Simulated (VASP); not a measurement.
# MgO (Fm-3m) in VASP: further runs

Aim: see how the results for MgO move with the level of theory and the settings. Levels: PBEsol+D4, RPBE+D3(BJ), BLYP, r2SCAN. Tasks: relaxation of cell and atoms, single point.

Program: VASP 6.6.1. These are calculated values, not measurements. Logs are shortened: lines on timing, memory, paths and dates and some standing lists are left out, and cuts for length are marked.

**1. The cell of the first run**

It takes space group Fm-3m (No. 225, cubic). Conventional cell: a = 4.194 Å, b = 4.194 Å, c = 4.194 Å, α = 90.00°, β = 90.00°, γ = 90.00°. Mg (site symmetry m-3m) has 6 O at 2.10 Å within 2.8 Å. Within 2.8 Å of O (site symmetry m-3m) lie 6 Mg at 2.10 Å.

**2. Relaxation of cell and atoms, PBEsol+D4**

INCAR reads:

```
SYSTEM = MgO
ALGO = Normal
EDIFF = 1E-6
EDIFFG = -0.02
ENCUT = 600
GGA = PS
IBRION = 2
ISIF = 3
ISMEAR = -1
IVDW = 13
LASPH = .TRUE.
LCHARG = .FALSE.
LREAL = .FALSE.
LWAVE = .FALSE.
NELM = 100
NSW = 80
PREC = Accurate
SIGMA = 0.05
```

KPOINTS reads:

```
k-points
0
G
  11 11 11
  0 0 0
```

POSCAR reads:

```
MgO
1.0
    0.0000000000      2.0970013927      2.0970013927
    2.0970013927      0.0000000000      2.0970013927
    2.0970013927      2.0970013927      0.0000000000
Mg O
1 1
Direct
    0.0000000000      0.0000000000      0.0000000000
    0.5000000000      0.5000000000      0.5000000000
```

Potentials or basis: VASP PAW PBE potentials, release 64 (Mg, O).

Run with:

```bash
$ cat potpaw_PBE.64/Mg/POTCAR potpaw_PBE.64/O/POTCAR > POTCAR
$ mpirun -np 1 vasp_std > vasp.out
```

OUTCAR:

```text
SYSTEM = MgO
   EDIFF = 1E-6
   EDIFFG = -0.02
   ENCUT = 600
   GGA = PS
   IBRION = 2
   ISIF = 3
   ISMEAR = -1
   IVDW = 13
   LASPH = .TRUE.
   LREAL = .FALSE.
   NELM = 100
   NSW = 80
   PREC = Accurate

 ion  position               nearest neighbor table
   1  0.000  0.000  0.000-   2 2.10   2 2.10   2 2.10   2 2.10   2 2.10   2 2.10
   2  0.500  0.500  0.500-   1 2.10   1 2.10   1 2.10   1 2.10   1 2.10   1 2.10

  LATTYP: Found a face centered cubic cell.
 ALAT       =     4.1940027854

  Lattice vectors:

 A1 = (   0.0000000000,   2.0970013927,   2.0970013927)
 A2 = (   2.0970013927,   0.0000000000,   2.0970013927)
 A3 = (   2.0970013927,   2.0970013927,   0.0000000000)

Analysis of symmetry for initial positions (statically):
=====================================================================
 Subroutine PRICEL returns:
 Original cell was already a primitive cell.

 Routine SETGRP: Setting up the symmetry group for a
 face centered cubic supercell.

 Subroutine GETGRP returns: Found 48 space group operations
 (whereof 48 operations were pure point group operations)
 out of a pool of 48 trial point group operations.

The static configuration has the point symmetry O_h .

Analysis of symmetry for dynamics (positions and initial velocities):
=====================================================================
 Subroutine PRICEL returns:
 Original cell was already a primitive cell.

 Routine SETGRP: Setting up the symmetry group for a
 face centered cubic supercell.

 Subroutine GETGRP returns: Found 48 space group operations
 (whereof 48 operations were pure point group operations)
 out of a pool of 48 trial point group operations.

The dynamic configuration has the point symmetry O_h .

 Subroutine INISYM returns: Found 48 space group operations
 (whereof 48 operations are pure point group operations),
 and found     1 'primitive' translations

----------------------------------------------------------------------------------------

                                     Primitive cell

  volume of cell :      18.4428

  direct lattice vectors                    reciprocal lattice vectors
     0.000000000  2.097001393  2.097001393    -0.238435702  0.238435702  0.238435702
     2.097001393  0.000000000  2.097001393     0.238435702 -0.238435702  0.238435702
     2.097001393  2.097001393  0.000000000     0.238435702  0.238435702 -0.238435702

  length of vectors
     2.965607810  2.965607810  2.965607810     0.412982751  0.412982751  0.412982751

  position of ions in fractional coordinates (direct lattice)
     0.000000000  0.000000000  0.000000000
     0.500000000  0.500000000  0.500000000

  ion indices of the primitive-cell ions
   primitive index   ion index
                 1           1
                 2           2

----------------------------------------------------------------------------------------

 KPOINTS: k-points

Automatic generation of k-mesh.
 Grid dimensions read from file:
 generate k-points for:   11   11   11

 Generating k-lattice:

  Cartesian coordinates                     Fractional coordinates (reciprocal lattice)
    -0.021675973  0.021675973  0.021675973     0.090909091  0.000000000  0.000000000
     0.021675973 -0.021675973  0.021675973     0.000000000  0.090909091  0.000000000
     0.021675973  0.021675973 -0.021675973     0.000000000  0.000000000  0.090909091

  Length of vectors
     0.037543886  0.037543886  0.037543886

  Shift w.r.t. Gamma in fractional coordinates (k-lattice)
     0.000000000  0.000000000  0.000000000

 Subroutine IBZKPT returns following result:
 ===========================================

 Found     56 irreducible k-points:

 Following reciprocal coordinates:
            Coordinates               Weight
  0.000000  0.000000  0.000000      1.000000
  0.090909  0.000000  0.000000      8.000000
  0.181818  0.000000  0.000000      8.000000
  0.272727  0.000000  0.000000      8.000000
  0.363636  0.000000  0.000000      8.000000
  0.454545  0.000000  0.000000      8.000000
[... 16 lines left out ...]
 -0.272727  0.181818  0.000000     24.000000
 -0.181818  0.181818  0.000000     12.000000
 [... further k-points ...]
   k-points           NKPTS =     56   k-points in BZ     NKDIM =     56   number of bands    NBANDS=      8
   number of dos      NEDOS =    301   number of ions     NIONS =      2
   total plane-waves  NPLWV =  13824
   dimension x,y,z NGX =    24 NGY =   24 NGZ =   24
   dimension x,y,z NGXF=    48 NGYF=   48 NGZF=   48
   ions per type =               1   1
   NGX,Y,Z   is equivalent  to a cutoff of  13.45, 13.45, 13.45 a.u.
   NGXF,Y,Z  is equivalent  to a cutoff of  26.91, 26.91, 26.91 a.u.
 SYSTEM =  MgO
   PREC   = accura    normal or accurate (medium, high low for compatibility)
   ISTART =      0    job   : 0-new  1-cont  2-samecut
   ICHARG =      2    charge: 1-file 2-atom 10-const
   ISPIN  =      1    spin polarized calculation?
   LNONCOLLINEAR =      F non collinear calculations
   LSORBIT =      F    spin-orbit coupling
   LASPH  =      T    aspherical Exc in radial PAW
   ENCUT  =  600.0 eV  44.10 Ry    6.64 a.u.   5.92  5.92  5.92*2*pi/ulx,y,z
   NELM   =    100;   NELMIN=  2; NELMDL= -5     # of ELM steps
   EDIFF  = 0.1E-05   stopping-criterion for ELM
   LREAL  =      F    real-space projection
   EDIFFG = -.2E-01   stopping-criterion for IOM
   NSW    =     80    number of steps for IOM
   IBRION =      2    ionic relax: 0-MD 1-quasi-New 2-CG
   NFREE  =      1    steps in history (QN), initial steepest desc. (CG)
   ISIF   =      3    stress and relaxation
   ISYM   =      2    0-nonsym 1-usesym 2-fastsym
   POTIM  = 0.5000    time-step for ionic-motion
   TEBEG  =    0.0;   TEEND  =   0.0 temperature during run
   PSTRESS=    0.0 pullay stress
   NELECT =       8.0000    total number of electrons
   NUPDOWN=      -1.0000    fix difference up-down
   EMIN   =  10.00;   EMAX   =-10.00  energy-range for DOS
   EFERMI =   0.00;   METHOD = LEGACY
   ISMEAR =    -1;   SIGMA  =   0.05  broadening in eV -4-tet -1-fermi 0-gaus
   EFERMI_NEDOS =   21; number of points for ismear=-14 and -15
   IALGO  =     38    algorithm
   IMIX   =      4    mixing-type and parameters
     AMIX     =   0.40;   BMIX     =  1.00
     AMIX_MAG =   1.60;   BMIX_MAG =  1.00
  volume/ion in A,a.u.               =       9.22        62.23
  Fermi-wavevector in a.u.,A,eV,Ry     =   1.239261  2.341864 20.895389  1.535768
  Thomas-Fermi vector in A             =   2.373752
   LORBIT       =      0    0 simple, 1 ext, 2 COOP (PROOUT), +10 PAW based schemes
   GGA     = PS    functional components
   LHFCALC =     F    Hartree Fock is set to
   AEXX    =    0.0000 exact exchange contribution
   IVDW    =    13    specifies the selected vdW correction
   LEPSILON=     F    determine dielectric tensor
   LRPA    =     F    only Hartree local field effects (RPA)
 conjugate gradient relaxation of ions
 non-spin polarized calculation
  energy-cutoff  :      600.00
  volume of cell :       18.44
 maximum number of plane-waves:       626
   NGX = 11   NGY = 11   NGZ = 11

 number of electron       8.0000004 magnetization

 Free energy of the ion-electron system (eV)
  ---------------------------------------------------
  ext. energy  EPLUGINS =         0.00000000
  ---------------------------------------------------
  free energy    TOTEN  =       -12.51403472 eV

  energy without entropy =      -12.51403472  energy(sigma->0) =      -12.51403472

 E-fermi :   4.1467     XC(G=0): -11.3725

 val. band max:        3.1628254419   @ k =   0.0000   0.0000   0.0000
 cond. band min:       7.9239812381   @ k =   0.0000   0.0000   0.0000
 fundamental gap:      4.7611557962
 Fermi energy:         4.1467469719

 k-point     1 :       0.0000    0.0000    0.0000
  band No.  band energies     occupation
      1     -14.1096      2.00000
      2       3.1628      2.00000
      3       3.1628      2.00000
      4       3.1628      2.00000
      5       7.9240      0.00000
      6      18.8685      0.00000
      7      18.8685      0.00000
      8      18.8685      0.00000

 k-point     2 :       0.0909    0.0000    0.0000
  band No.  band energies     occupation
      1     -14.0183      2.00000
      2       2.6003      2.00000
      3       3.1043      2.00000
      4       3.1043      2.00000
      5       8.4597      0.00000
      6      17.7628      0.00000
      7      19.0746      0.00000
      8      19.0746      0.00000

 k-point     3 :       0.1818    0.0000    0.0000
  band No.  band energies     occupation
      1     -13.7628      2.00000
      2       1.4057      2.00000
      3       2.9520      2.00000
      4       2.9520      2.00000
      5       9.5335      0.00000
      6      16.3197      0.00000
      7      19.5379      0.00000
      8      19.5379      0.00000

 k-point     4 :       0.2727    0.0000    0.0000
  band No.  band energies     occupation
      1     -13.4006      2.00000
      2       0.1369      2.00000
      3       2.7612      2.00000
      4       2.7612      2.00000
      5      10.4617      0.00000
      6      15.5403      0.00000
      7      19.7897      0.00000
      8      19.7897      0.00000

 k-point     5 :       0.3636    0.0000    0.0000
  band No.  band energies     occupation
      1     -13.0334      2.00000
      2      -0.9039      2.00000
      3       2.5939      2.00000
      4       2.5939      2.00000
      5      10.8990      0.00000
      6      15.5144      0.00000
      7      19.6588      0.00000
      8      19.6588      0.00000

 k-point     6 :       0.4545    0.0000    0.0000
  band No.  band energies     occupation
      1     -12.7955      2.00000
      2      -1.4969      2.00000
      3       2.4977      2.00000
      4       2.4977      2.00000
      5      10.9863      0.00000
      6      15.7650      0.00000
      7      19.4974      0.00000
      8      19.4974      0.00000

 k-point     7 :       0.0909    0.0909    0.0000
  band No.  band energies     occupation
      1     -13.9886      2.00000
      2       2.5385      2.00000
      3       3.0309      2.00000
      4       3.0309      2.00000
      5       8.6331      0.00000
      6      17.4231      0.00000
      7      19.1671      0.00000
      8      19.1671      0.00000
[... 133 lines left out ...]
 k-point    20 :       0.4545    0.1818    0.0000
  band No.  band energies     occupation
      1     -12.7861      2.00000
      2      -0.8600      2.00000
      3       1.7208      2.00000
      4       2.2659      2.00000
      5      12.1843      0.00000
      6      14.9694      0.00000
      7      17.3980      0.00000
      8      20.3532      0.00000

 k-point    21 :      -0.4545    0.1818    0.0000
  band No.  band energies     occupation
      1     -12.6483      2.00000
      2      -1.1213      2.00000
      3       1.4516      2.00000
      4       2.2857      2.00000
      5      12.3034      0.00000
      6      15.4668      0.00000
      7      17.1330      0.00000
      8      20.2332      0.00000

 k-point    22 :      -0.3636    0.1818    0.0000
  band No.  band energies     occupation
      1     -12.7199      2.00000
      2      -0.9499      2.00000
      3       1.3784      2.00000
      4       2.4009      2.00000
      5      12.3338      0.00000
      6      15.3592      0.00000
      7      17.2887      0.00000
      8      20.2761      0.00000

 k-point    23 :      -0.2727    0.1818    0.0000
  band No.  band energies     occupation
      1     -12.9682      2.00000
      2      -0.4288      2.00000
      3       1.5606      2.00000
      4       2.5815      2.00000
      5      12.0620      0.00000
      6      14.9907      0.00000
      7      17.8540      0.00000
      8      20.5719      0.00000

 k-point    24 :      -0.1818    0.1818    0.0000
  band No.  band energies     occupation
      1     -13.2918      2.00000
      2       0.2396      2.00000
      3       2.0127      2.00000
      4       2.7746      2.00000
      5      11.2306      0.00000
      6      15.1069      0.00000
      7      18.6560      0.00000
      8      21.1023      0.00000

 [... further k-points ...]

------------------------ aborting loop because EDIFF is reached ----------------------------------------

  DFT-D4 for vdW energy calculation

  Edisp (eV):   -0.18997

  FORCE on cell =-STRESS in cart. coord.  units (eV):
  Direction    XX          YY          ZZ          XY          YZ          ZX
  --------------------------------------------------------------------------------------
  -------------------------------------------------------------------------------------
  Total      -0.02075    -0.02075    -0.02075     0.00000     0.00000     0.00000
  in kB      -1.80282    -1.80282    -1.80282     0.00000     0.00000     0.00000
  external pressure =       -1.80 kB  Pullay stress =        0.00 kB

 VOLUME and BASIS-vectors are now :
 -----------------------------------------------------------------------------
  energy-cutoff  :      600.00
  volume of cell :       18.44
      direct lattice vectors                 reciprocal lattice vectors
     0.000000000  2.097001393  2.097001393    -0.238435702  0.238435702  0.238435702
     2.097001393  0.000000000  2.097001393     0.238435702 -0.238435702  0.238435702
     2.097001393  2.097001393  0.000000000     0.238435702  0.238435702 -0.238435702

 POSITION                                       TOTAL-FORCE (eV/Angst)
 -----------------------------------------------------------------------------------
      0.00000      0.00000      0.00000        -0.000000     -0.000000      0.000000
      2.09700      2.09700      2.09700         0.000000      0.000000     -0.000000
 -----------------------------------------------------------------------------------
    total drift:                               -0.000000     -0.000000      0.000000

  FREE ENERGIE OF THE ION-ELECTRON SYSTEM (eV)
  ---------------------------------------------------
  free  energy   TOTEN  =       -12.7040063036 eV

  energy  without entropy=      -12.7040063036  energy(sigma->0) =      -12.70400630

 reached required accuracy - stopping structural energy minimisation
```

Wall time 14 s (1 thread of Intel Xeon 8259CL, shared host); peak memory 0.15 GiB.

Results:

```
Free energy                : -12.7040 eV
Pressure after relaxing    : -0.2 GPa
Band gap on the k mesh     : 4.76 eV, direct
Dispersion energy per atom : -0.095 eV
```

Final structure:
```
Mg O
1.0
     0.00000    2.09700    2.09700
     2.09700    0.00000    2.09700
     2.09700    2.09700    0.00000
Mg O
1 1
Direct
  0.00000 0.00000 0.00000
  0.50000 0.50000 0.50000
```

Levels at points of the mesh, in eV from the valence-band top:
```tsv
k point	band 2	band 3	band 4	band 5	band 6	band 7
(0.00, 0.00, 0.00)	0.00	0.00	0.00	4.76	15.71	15.71
```

Caveat: the relaxation stopped at its first step, so nothing moved; the PAW data sets were made with another functional, which shifts forces and pressure a little. PBEsol gaps usually lie below the measured ones, often by a third to a half.

[end of part 1 of 2]
